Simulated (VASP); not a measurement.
Wanted: the native input for a VASP 6.6.1 run.

```yaml
Task: single point
Functional: r2SCAN
Potentials_or_basis: VASP PAW PBE potentials, release 64 (Ti_sv, Al)
Cutoff: 520 eV
k_mesh: 9 × 9 × 5
Occupations: fermi-dirac, width 0.05 eV
Spin: no spin polarisation
Dipole_correction: no
Further_INCAR_settings: ALGO = Normal; EDIFF = 1e-06; NBANDS = 14
```

Crystal: TiAl.

```
Ti Al
1.0
     2.86726    0.00000    0.00000
    -1.43363    2.48312    0.00000
     0.00000    0.00000    4.67808
Ti Al
1 1
Direct
  0.00000 0.00000 0.00000
  0.33333 0.66667 0.50000
```

The input as run:

POSCAR

```
TiAl
1.0
    2.8672620000      0.0000000000      0.0000000000
   -1.4336310000      2.4831220000      0.0000000000
    0.0000000000      0.0000000000      4.6780830000
Ti Al
1 1
Direct
    0.0000000000      0.0000000000      0.0000000000
    0.3333330000      0.6666670000      0.5000000000
```

INCAR.step1

```
PREC = Accurate
ENCUT = 520
ISMEAR = -1
SIGMA = 0.05
LREAL = F
LASPH = T
NELM = 60
NBANDS = 14
GGA = PE
ALGO = Normal
EDIFF = 1E-4
LWAVE = T
LCHARG = F
```

INCAR.step2

```
PREC = Accurate
ENCUT = 520
EDIFF = 1E-6
ISMEAR = -1
SIGMA = 0.05
LREAL = F
LASPH = T
NELM = 60
ALGO = Normal
ISIF = 2
LWAVE = F
LCHARG = F
METAGGA = R2SCAN
LMIXTAU = T
NBANDS = 14
ISTART = 1
```

KPOINTS

```
regular mesh
0
Gamma
  9 9 5
```

Potentials or basis: VASP PAW PBE potentials, release 64 (Ti_sv, Al).

The run is started by

```sh
$ cat potpaw_PBE.64/Ti_sv/POTCAR potpaw_PBE.64/Al/POTCAR > POTCAR
$ cp INCAR.step1 INCAR
$ mpirun -np 1 vasp_std > vasp.out
$ cp INCAR.step2 INCAR
$ mpirun -np 1 vasp_std > vasp.out
```

It gave:

```
Pressure : -1.0 GPa
```

Caveat: the PAW data sets were made with another functional, which shifts forces and pressure a little.

Wall time 93 s on 1 thread of Intel Xeon 8259CL, with other jobs on the host, peak memory 0.17 GiB.
